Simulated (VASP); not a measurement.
Wanted: the native input for a VASP 6.6.1 run.

| Quantity | Value |
| --- | --- |
| Task | single point |
| Functional | PBE |
| Potentials or basis | VASP PAW PBE potentials, release 64 (Cs_sv, Sn_d, I) |
| Cutoff | 520 eV |
| k mesh | 3 × 3 × 3 |
| Occupations | gaussian, width 0.01 eV |
| Spin | no spin polarisation |
| Dipole correction | no |
| Further INCAR settings | ALGO = Normal; EDIFF = 1e-07; NBANDS = 30 |

The structure of CsSnI3 lies in POSCAR:

```
CsSnI3
1.0
    6.0355944789      0.0000000000      0.0000000000
    0.0000000000      6.0355944789      0.0000000000
    0.0000000000      0.0000000000      6.0355944789
Cs Sn I
1 1 3
Direct
    0.0000000000      0.0000000000      0.0000000000
    0.5000000000      0.5000000000      0.5000000000
    0.0000000000      0.5000000000      0.5000000000
    0.5000000000      0.0000000000      0.5000000000
    0.5000000000      0.5000000000      0.0000000000
```

The input as run:

INCAR

```
SYSTEM = CsSnI3
PREC = Accurate
ENCUT = 520
EDIFF = 1E-7
ISMEAR = 0
SIGMA = 0.01
LREAL = .False.
LASPH = .True.
NELM = 60
ALGO = Normal
ISIF = 2
LWAVE = .False.
LCHARG = .True.
GGA = PE
LELF = .True.
LVHAR = .True.
NBANDS = 30
```

KPOINTS

```
Automatic mesh
0
Gamma
  3 3 3
  0 0 0
```

Potentials or basis: VASP PAW PBE potentials, release 64 (Cs_sv, Sn_d, I).

The run is started by

```sh
$ cat potpaw_PBE.64/Cs_sv/POTCAR potpaw_PBE.64/Sn_d/POTCAR potpaw_PBE.64/I/POTCAR > POTCAR
$ mpirun -np 1 vasp_std > vasp.out
```

Results of the run:

| Item | Value |
| --- | --- |
| Pressure | 2.0 GPa |
| Band gap on the k mesh | 3.13 eV, direct |

Caveat: spin-orbit coupling is left out, which moves the levels of the heavy elements.

Wall time 21 s on 1 thread of Intel(R) Xeon(R) 6975P-C (Granite Rapids), on a shared host, peak memory 0.32 GiB.
